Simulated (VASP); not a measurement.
# Na2S (Fm-3m) in VASP: a series of runs

The runs below take Na2S through single point, relaxation of cell and atoms, with r2SCAN.

All numbers are computed with VASP 6.6.1; they aren't measurements. Logs are shortened: lines on timing, memory, paths and dates and some standing lists are left out, and cuts for length are marked.

## 1. The cell of the first run

The structure is cubic, space group Fm-3m (No. 225). The conventional cell has a = 6.511 Å, b = 6.511 Å, c = 6.511 Å, α = 90.00°, β = 90.00°, γ = 90.00°. Na (site symmetry -43m) has 4 S at 2.82 Å and 6 Na at 3.26 Å within 3.7 Å. S (site symmetry m-3m) has 8 Na at 2.82 Å within 3.7 Å.

## 2. Single point, r2SCAN

Input file POSCAR:

```
Na2S
1.0
    3.2555901794      3.2555901794      0.0000000000
   -3.2555901794      3.2555901794      0.0000000000
    0.0000000000      3.2555901794      3.2555901794
Na S
2 1
Direct
    0.2500000000      0.7500000000      0.5000000000
    0.7500000000      0.2500000000      0.5000000000
    0.0000000000      0.0000000000      0.0000000000
```

Input file INCAR.step1:

```
PREC = Accurate
ENCUT = 550
ISMEAR = 0
SIGMA = 0.01
LREAL = False
LASPH = True
NELM = 120
NBANDS = 17
GGA = PE
ALGO = Normal
EDIFF = 1E-5
LWAVE = True
LCHARG = False
GGA_COMPAT = False
```

Input file INCAR.step2:

```
PREC = Accurate
ENCUT = 550
EDIFF = 1E-6
ISMEAR = 0
SIGMA = 0.01
LREAL = False
LASPH = True
NELM = 120
ALGO = Normal
ISIF = 2
LWAVE = False
LCHARG = False
METAGGA = R2SCAN
LMIXTAU = True
NBANDS = 17
ISTART = 1
GGA_COMPAT = False
```

Input file KPOINTS:

```
regular mesh
0
Gamma
  6 6 6
```

Potentials or basis: VASP PAW PBE potentials, release 64 (Na_pv, S).

The run is started by

```bash
> cat potpaw_PBE.64/Na_pv/POTCAR potpaw_PBE.64/S/POTCAR > POTCAR
> cp INCAR.step1 INCAR
> mpirun -np 1 vasp_std > vasp.out
> cp INCAR.step2 INCAR
> mpirun -np 1 vasp_std > vasp.out
```

OUTCAR:

```text
PREC = Accurate
   ENCUT = 550
   EDIFF = 1E-6
   ISMEAR = 0
   LREAL = False
   LASPH = True
   NELM = 120
   ISIF = 2
   METAGGA = R2SCAN
   ISTART = 1

 ion  position               nearest neighbor table
   1  0.250  0.750  0.500-
   2  0.750  0.250  0.500-
   3  0.000  0.000  0.000-

  LATTYP: Found a face centered cubic cell.
 ALAT       =     6.5111803588

  Lattice vectors:

 A1 = (   0.0000000000,   3.2555901794,   3.2555901794)
 A2 = (   3.2555901794,   0.0000000000,   3.2555901794)
 A3 = (   3.2555901794,   3.2555901794,   0.0000000000)

Analysis of symmetry for initial positions (statically):
=====================================================================
 Subroutine PRICEL returns:
 Original cell was already a primitive cell.

 Routine SETGRP: Setting up the symmetry group for a
 face centered cubic supercell.

 Subroutine GETGRP returns: Found 48 space group operations
 (whereof 48 operations were pure point group operations)
 out of a pool of 48 trial point group operations.

The static configuration has the point symmetry O_h .

Analysis of symmetry for dynamics (positions and initial velocities):
=====================================================================
 Subroutine PRICEL returns:
 Original cell was already a primitive cell.

 Routine SETGRP: Setting up the symmetry group for a
 face centered cubic supercell.

 Subroutine GETGRP returns: Found 48 space group operations
 (whereof 48 operations were pure point group operations)
 out of a pool of 48 trial point group operations.

The dynamic configuration has the point symmetry O_h .

 Subroutine INISYM returns: Found 48 space group operations
 (whereof 48 operations are pure point group operations),
 and found     1 'primitive' translations

----------------------------------------------------------------------------------------

                                     Primitive cell

  volume of cell :      69.0111

  direct lattice vectors                    reciprocal lattice vectors
     3.255590179  3.255590179  0.000000000     0.153581984  0.153581984 -0.153581984
    -3.255590179  3.255590179  0.000000000    -0.153581984  0.153581984 -0.153581984
     0.000000000  3.255590179  3.255590179     0.000000000  0.000000000  0.307163969

  length of vectors
     4.604099785  4.604099785  4.604099785     0.266011800  0.266011800  0.307163969

  position of ions in fractional coordinates (direct lattice)
     0.250000000  0.750000000  0.500000000
     0.750000000  0.250000000  0.500000000
     0.000000000  0.000000000  0.000000000

  ion indices of the primitive-cell ions
   primitive index   ion index
                 1           1
                 2           2
                 3           3

----------------------------------------------------------------------------------------

 KPOINTS: regular mesh

Automatic generation of k-mesh.
 Grid dimensions read from file:
 generate k-points for:    6    6    6

 Generating k-lattice:

  Cartesian coordinates                     Fractional coordinates (reciprocal lattice)
     0.025596997  0.025596997 -0.025596997     0.166666667  0.000000000  0.000000000
    -0.025596997  0.025596997 -0.025596997     0.000000000  0.166666667  0.000000000
     0.000000000  0.000000000  0.051193995     0.000000000  0.000000000  0.166666667

  Length of vectors
     0.044335300  0.044335300  0.051193995

  Shift w.r.t. Gamma in fractional coordinates (k-lattice)
     0.000000000  0.000000000  0.000000000

 Subroutine IBZKPT returns following result:
 ===========================================

 Found     16 irreducible k-points:

 Following reciprocal coordinates:
            Coordinates               Weight
  0.000000  0.000000  0.000000      1.000000
  0.166667  0.000000  0.000000      8.000000
  0.333333  0.000000  0.000000      8.000000
  0.500000  0.000000  0.000000      4.000000
  0.166667  0.166667  0.000000     12.000000
  0.333333  0.166667  0.000000     24.000000
[... 8 lines left out ...]
  0.500000  0.333333  0.166667     24.000000
  0.500000  0.500000  0.166667     12.000000
   k-points           NKPTS =     16   k-points in BZ     NKDIM =     16   number of bands    NBANDS=     17
   number of dos      NEDOS =    301   number of ions     NIONS =      3
   total plane-waves  NPLWV =  46656
   dimension x,y,z NGX =    36 NGY =   36 NGZ =   36
   dimension x,y,z NGXF=    72 NGYF=   72 NGZF=   72
   ions per type =               2   1
   NGX,Y,Z   is equivalent  to a cutoff of  13.00, 13.00, 13.00 a.u.
   NGXF,Y,Z  is equivalent  to a cutoff of  26.00, 26.00, 26.00 a.u.
 SYSTEM =  unknown system
   PREC   = accura    normal or accurate (medium, high low for compatibility)
   ISTART =      1    job   : 0-new  1-cont  2-samecut
   ICHARG =      0    charge: 1-file 2-atom 10-const
   ISPIN  =      1    spin polarized calculation?
   LNONCOLLINEAR =      F non collinear calculations
   LSORBIT =      F    spin-orbit coupling
   LASPH  =      T    aspherical Exc in radial PAW
   ENCUT  =  550.0 eV  40.42 Ry    6.36 a.u.   8.80  8.80  8.80*2*pi/ulx,y,z
   NELM   =    120;   NELMIN=  2; NELMDL=  0     # of ELM steps
   EDIFF  = 0.1E-05   stopping-criterion for ELM
   LREAL  =      F    real-space projection
   EDIFFG = 0.1E-04   stopping-criterion for IOM
   NSW    =      0    number of steps for IOM
   IBRION =     -1    ionic relax: 0-MD 1-quasi-New 2-CG
   NFREE  =      0    steps in history (QN), initial steepest desc. (CG)
   ISIF   =      2    stress and relaxation
   ISYM   =      2    0-nonsym 1-usesym 2-fastsym
   POTIM  = 0.5000    time-step for ionic-motion
   TEBEG  =    0.0;   TEEND  =   0.0 temperature during run
   PSTRESS=    0.0 pullay stress
   NELECT =      20.0000    total number of electrons
   NUPDOWN=      -1.0000    fix difference up-down
   EMIN   =  10.00;   EMAX   =-10.00  energy-range for DOS
   EFERMI =   0.00;   METHOD = LEGACY
   ISMEAR =     0;   SIGMA  =   0.01  broadening in eV -4-tet -1-fermi 0-gaus
   EFERMI_NEDOS =   21; number of points for ismear=-14 and -15
   IALGO  =     38    algorithm
   IMIX   =      4    mixing-type and parameters
     AMIX     =   0.40;   BMIX     =  1.00
     AMIX_MAG =   1.60;   BMIX_MAG =  1.00
  volume/ion in A,a.u.               =      23.00       155.24
  Fermi-wavevector in a.u.,A,eV,Ry     =   1.083374  2.047280 15.969149  1.173699
  Thomas-Fermi vector in A             =   2.219438
   LORBIT       =      0    0 simple, 1 ext, 2 COOP (PROOUT), +10 PAW based schemes
   METAGGA = R2SCAN    functional components
   LHFCALC =     F    Hartree Fock is set to
   AEXX    =    0.0000 exact exchange contribution
   IVDW    =     0    specifies the selected vdW correction
   LEPSILON=     F    determine dielectric tensor
   LRPA    =     F    only Hartree local field effects (RPA)
 non-spin polarized calculation
 Gauss-broadening in eV      SIGMA  =   0.01
  energy-cutoff  :      550.00
  volume of cell :       69.01
 maximum number of plane-waves:      2085
   NGX = 17   NGY = 17   NGZ = 17

 number of electron      19.9999984 magnetization

 Free energy of the ion-electron system (eV)
  ---------------------------------------------------
  ext. energy  EPLUGINS =         0.00000000
  ---------------------------------------------------
  free energy    TOTEN  =       -18.96726896 eV

  energy without entropy =      -18.96726896  energy(sigma->0) =      -18.96726896

 E-fermi :  -0.0329     XC(G=0):  -8.3197

 val. band max:       -0.0743044724   @ k =   0.0000   0.0000   0.0000
 cond. band min:       3.0378611020   @ k =   0.0000   0.0000   0.0000
 fundamental gap:      3.1121655744
 Fermi energy:        -0.0328989612

 k-point     1 :       0.0000    0.0000    0.0000
  band No.  band energies     occupation
      1     -23.0981      2.00000
      2     -23.0981      2.00000
      3     -23.0981      2.00000
      4     -23.0461      2.00000
      5     -23.0461      2.00000
      6     -23.0461      2.00000
[... 9 lines left out ...]
     16       9.7852      0.00000
     17      11.8629      0.00000

 k-point     2 :       0.1667    0.0000    0.0000
  band No.  band energies     occupation
      1     -23.0960      2.00000
      2     -23.0949      2.00000
      3     -23.0949      2.00000
      4     -23.0515      2.00000
      5     -23.0498      2.00000
      6     -23.0498      2.00000
[... 9 lines left out ...]
     16       9.3904      0.00000
     17      11.2042      0.00000

 k-point     3 :       0.3333    0.0000    0.0000
  band No.  band energies     occupation
      1     -23.0898      2.00000
      2     -23.0859      2.00000
      3     -23.0859      2.00000
      4     -23.0644      2.00000
      5     -23.0598      2.00000
      6     -23.0598      2.00000
[... 9 lines left out ...]
     16      10.3899      0.00000
     17      11.1374      0.00000

 k-point     4 :       0.5000    0.0000    0.0000
  band No.  band energies     occupation
      1     -23.0819      2.00000
      2     -23.0756      2.00000
      3     -23.0741      2.00000
      4     -23.0741      2.00000
      5     -23.0721      2.00000
      6     -23.0721      2.00000
[... 9 lines left out ...]
     16      12.0047      0.00000
     17      12.2124      0.00000
[... 183 lines left out ...]
      1     -23.1110      2.00000
      2     -23.1017      2.00000
      3     -23.0895      2.00000
      4     -23.0588      2.00000
      5     -23.0507      2.00000
      6     -23.0389      2.00000
[... 9 lines left out ...]
     16      11.8195      0.00000
     17      12.7518      0.00000

 k-point    15 :       0.5000    0.3333    0.1667
  band No.  band energies     occupation
      1     -23.1145      2.00000
      2     -23.1088      2.00000
      3     -23.0745      2.00000
      4     -23.0744      2.00000
      5     -23.0411      2.00000
      6     -23.0401      2.00000
[... 9 lines left out ...]
     16      11.3318      0.00000
     17      12.7191      0.00000

 k-point    16 :       0.5000    0.5000    0.1667
  band No.  band energies     occupation
      1     -23.1222      2.00000
      2     -23.1127      2.00000
      3     -23.0920      2.00000
      4     -23.0566      2.00000
      5     -23.0372      2.00000
      6     -23.0338      2.00000
[... 9 lines left out ...]
     16      11.9273      0.00000
     17      12.6230      0.00000

------------------------ aborting loop because EDIFF is reached ----------------------------------------

  FORCE on cell =-STRESS in cart. coord.  units (eV):
  Direction    XX          YY          ZZ          XY          YZ          ZX
  --------------------------------------------------------------------------------------
  -------------------------------------------------------------------------------------
  Total       -0.0314981     -0.0314981     -0.0314981     -0.0000000     -0.0000000     -0.0000000
  in kB       -0.7312674     -0.7312674     -0.7312674     -0.0000000     -0.0000000     -0.0000000
  external PRESSURE =      -0.7312674 kB  Pullay stress =       0.0000000 kB

 VOLUME and BASIS-vectors are now :
 -----------------------------------------------------------------------------
  energy-cutoff  :      550.00
  volume of cell :       69.01
      direct lattice vectors                 reciprocal lattice vectors
     3.255590179  3.255590179  0.000000000     0.153581984  0.153581984 -0.153581984
    -3.255590179  3.255590179  0.000000000    -0.153581984  0.153581984 -0.153581984
     0.000000000  3.255590179  3.255590179     0.000000000  0.000000000  0.307163969

 POSITION                                       TOTAL-FORCE (eV/Angst)
 -----------------------------------------------------------------------------------
     -1.62780      4.88339      1.62780        -0.000000      0.000000      0.000000
      1.62780      4.88339      1.62780         0.000000     -0.000000     -0.000000
      0.00000      0.00000      0.00000         0.000000      0.000000      0.000000
 -----------------------------------------------------------------------------------
    total drift:                                0.000000      0.000000      0.000000

  FREE ENERGIE OF THE ION-ELECTRON SYSTEM (eV)
  ---------------------------------------------------
  free  energy   TOTEN  =       -18.9672689614 eV

  energy  without entropy=      -18.9672689614  energy(sigma->0) =      -18.96726896
```

Run time: 66 s. Hardware: 1 thread of AMD EPYC 9R45 (Zen 5), shared host; peak memory 0.17 GiB.

What came out:

- Free energy: -18.9673 eV
- Pressure: -0.1 GPa
- Band gap on the k mesh: 3.11 eV

Caveat: the PAW data sets were made with another functional, which shifts forces and pressure a little.

## 3. Single point, r2SCAN

Input file POSCAR:

```
Na2S
1.0
    3.2555901793      3.2555901793      0.0000000000
   -3.2555901793      3.2555901793      0.0000000000
    0.0000000000      3.2555901793      3.2555901793
Na S
2 1
Direct
    0.2500000000      0.7500000000      0.5000000000
    0.7500000000      0.2500000000      0.5000000000
    0.0000000000      0.0000000000      0.0000000000
```

Input file INCAR.step1:

```
PREC = Accurate
ENCUT = 550
ISMEAR = -1
SIGMA = 0.05
LREAL = F
LASPH = T
NELM = 120
NBANDS = 17
GGA = PE
ALGO = Normal
EDIFF = 1E-5
LWAVE = T
LCHARG = F
GGA_COMPAT = F
```

Input file INCAR.step2:

```
PREC = Accurate
ENCUT = 550
EDIFF = 1E-6
ISMEAR = -1
SIGMA = 0.05
LREAL = F
LASPH = T
NELM = 120
ALGO = Normal
ISIF = 2
LWAVE = F
LCHARG = F
METAGGA = R2SCAN
LMIXTAU = T
NBANDS = 17
ISTART = 1
GGA_COMPAT = F
```

Input file KPOINTS:

```
regular mesh
0
Gamma
  10 10 10
```

Potentials or basis: VASP PAW PBE potentials, release 64 (Na_pv, S).

The run is started by

```bash
> cat potpaw_PBE.64/Na_pv/POTCAR potpaw_PBE.64/S/POTCAR > POTCAR
> cp INCAR.step1 INCAR
> mpirun -np 1 vasp_std > vasp.out
> cp INCAR.step2 INCAR
> mpirun -np 1 vasp_std > vasp.out
```

Wall time 2.7 min (1 thread of AMD EPYC 9R45 (Zen 5), shared host); peak memory 0.2 GiB.

The run converged. Its results:

| Item | Value |
| --- | --- |
| Free energy | -18.9673 eV |
| Pressure | -0.1 GPa |
| Band gap on the k mesh | 3.11 eV |

Levels at points of the mesh, in eV from the valence-band top:
```
           k point  band 6  band 7  band 8  band 9  band 10  band 11  band 12  band 13  band 14  band 15
(0.00, 0.00, 0.00)  -22.97  -10.58    0.00    0.00     0.00     3.11     8.47     8.47     8.47     9.86
(0.50, 0.00, 0.00)  -23.00  -10.32   -1.63   -0.12    -0.12     5.57     6.98     7.69     7.69    12.08
(0.50, 0.50, 0.00)  -22.96  -10.24   -1.44   -0.45    -0.45     4.20     6.77     9.43    10.61    10.61
```

Caveat: the PAW data sets were made with another functional, which shifts forces and pressure a little. A k mesh can miss the band edges.

## 4. Relaxation of cell and atoms, r2SCAN

This run uses another cell than the first one, of 23.39 Å³/atom.

Input file POSCAR:

```
Na2S
1.0
    3.2735000000      3.2735000000      0.0000000000
   -3.2735000000      3.2735000000      0.0000000000
    0.0000000000      3.2735000000      3.2735000000
Na S
2 1
Direct
    0.2500000000      0.7500000000      0.5000000000
    0.7500000000      0.2500000000      0.5000000000
    0.0000000000      0.0000000000      0.0000000000
```

Input file INCAR.step1:

```
PREC = Accurate ; ENCUT = 550
ISMEAR = -1 ; SIGMA = 0.05
LREAL = F ; LASPH = T
NELM = 120 ; GGA = PE
ALGO = Normal ; EDIFF = 1E-5
LWAVE = T ; LCHARG = F
GGA_COMPAT = F ; IBRION = 2
ISIF = 3 ; EDIFFG = -0.005
NELMIN = 4 ; NSW = 100
```

Input file INCAR.step2:

```
PREC = Accurate ; ENCUT = 550
EDIFF = 1E-7 ; ISMEAR = -1
SIGMA = 0.05 ; LREAL = F
LASPH = T ; NELM = 120
ALGO = Normal ; ISIF = 3
LWAVE = F ; LCHARG = F
METAGGA = R2SCAN ; LMIXTAU = T
IBRION = 2 ; NSW = 100
EDIFFG = -0.002 ; ISTART = 1
GGA_COMPAT = F ; NELMIN = 4
```

KPOINTS is that of step 3.

The run is started by

```bash
> cat potpaw_PBE.64/Na_pv/POTCAR potpaw_PBE.64/S/POTCAR > POTCAR
> cp INCAR.step1 INCAR
> mpirun -np 1 vasp_std > vasp.out
> cp INCAR.step2 INCAR
> mpirun -np 1 vasp_std > vasp.out
```

Run time: 10 min. Hardware: 1 thread of AMD EPYC 9R45 (Zen 5), shared host; peak memory 0.21 GiB.

It converged, with:

```
Free energy                           : -18.9676 eV
Relaxed volume                        : 22.95 Å³/atom
Relaxed cell                          : a = 4.600 Å, b = 4.600 Å, c = 4.600 Å, α = 60.00°, β = 60.00°, γ = 90.00°
Space group after relaxing (to 0.1 Å) : Fm-3m (No. 225)
Energy gained by relaxing             : 1.0 meV/atom
Ionic steps                           : 5
Pressure after relaxing               : 0.0 GPa
Band gap on the k mesh                : 3.12 eV
```

Step by step:
```
step  energy change (eV)  largest force (eV/Å)  pressure (GPa)  volume (Å³)
   1              0.0000                0.0000           -0.61        70.16
   2             -0.0027                0.0000           -0.19        69.26
   3             -0.0029                0.0000           -0.12        69.09
   4             -0.0032                0.0000            0.05        68.74
   5             -0.0031                0.0000            0.01        68.85
```

Final structure:
```
Na S
1.0
     3.25303    3.25303    0.00000
    -3.25303    3.25303    0.00000
     0.00000    3.25303    3.25303
Na S
2 1
Cartesian
  -1.6265 4.8795 1.6265
  1.6265 4.8795 1.6265
  0.0000 0.0000 0.0000
```

Levels at points of the mesh, in eV from the valence-band top:
```csv
k point,band 6,band 7,band 8,band 9,band 10,band 11,band 12,band 13,band 14
"(0.00, 0.00, 0.00)",-22.97,-10.58,0.00,0.00,0.00,3.12,8.48,8.48,8.48
"(0.50, 0.00, 0.00)",-22.99,-10.32,-1.63,-0.13,-0.13,5.58,6.99,7.70,7.70
"(0.50, 0.50, 0.00)",-22.95,-10.24,-1.44,-0.45,-0.45,4.20,6.78,9.45,10.63
```

Caveat: the PAW data sets were made with another functional, which shifts forces and pressure a little.

## 5. Summary

| task | cell | k mesh | smearing | gap on the mesh (eV) | pressure (GPa) |
| --- | --- | --- | --- | --- | --- |
| single point | a = 4.604 Å, angles 60.0, 60.0, 90.0°, 3 atoms | 6 × 6 × 6 | gaussian 0.01 eV | 3.11 | -0.1 |
| single point | a = 4.604 Å, angles 60.0, 60.0, 90.0°, 3 atoms | 10 × 10 × 10 | fermi-dirac 0.05 eV | 3.11 | -0.1 |
| relaxation of cell and atoms | relaxed from a = 4.629 Å, angles 60.0, 60.0, 90.0°, 3 atoms | 10 × 10 × 10 | fermi-dirac 0.05 eV | 3.12 | 0.0 |

Alike in all rows: level r2SCAN; potentials or basis VASP PAW PBE potentials, release 64 (Na_pv, S); no spin polarisation; cutoff (eV) 550.

Caveats: the PAW data sets were made with another functional, which shifts forces and pressure a little.

Absolute energies hang on the potentials; compare differences alone.
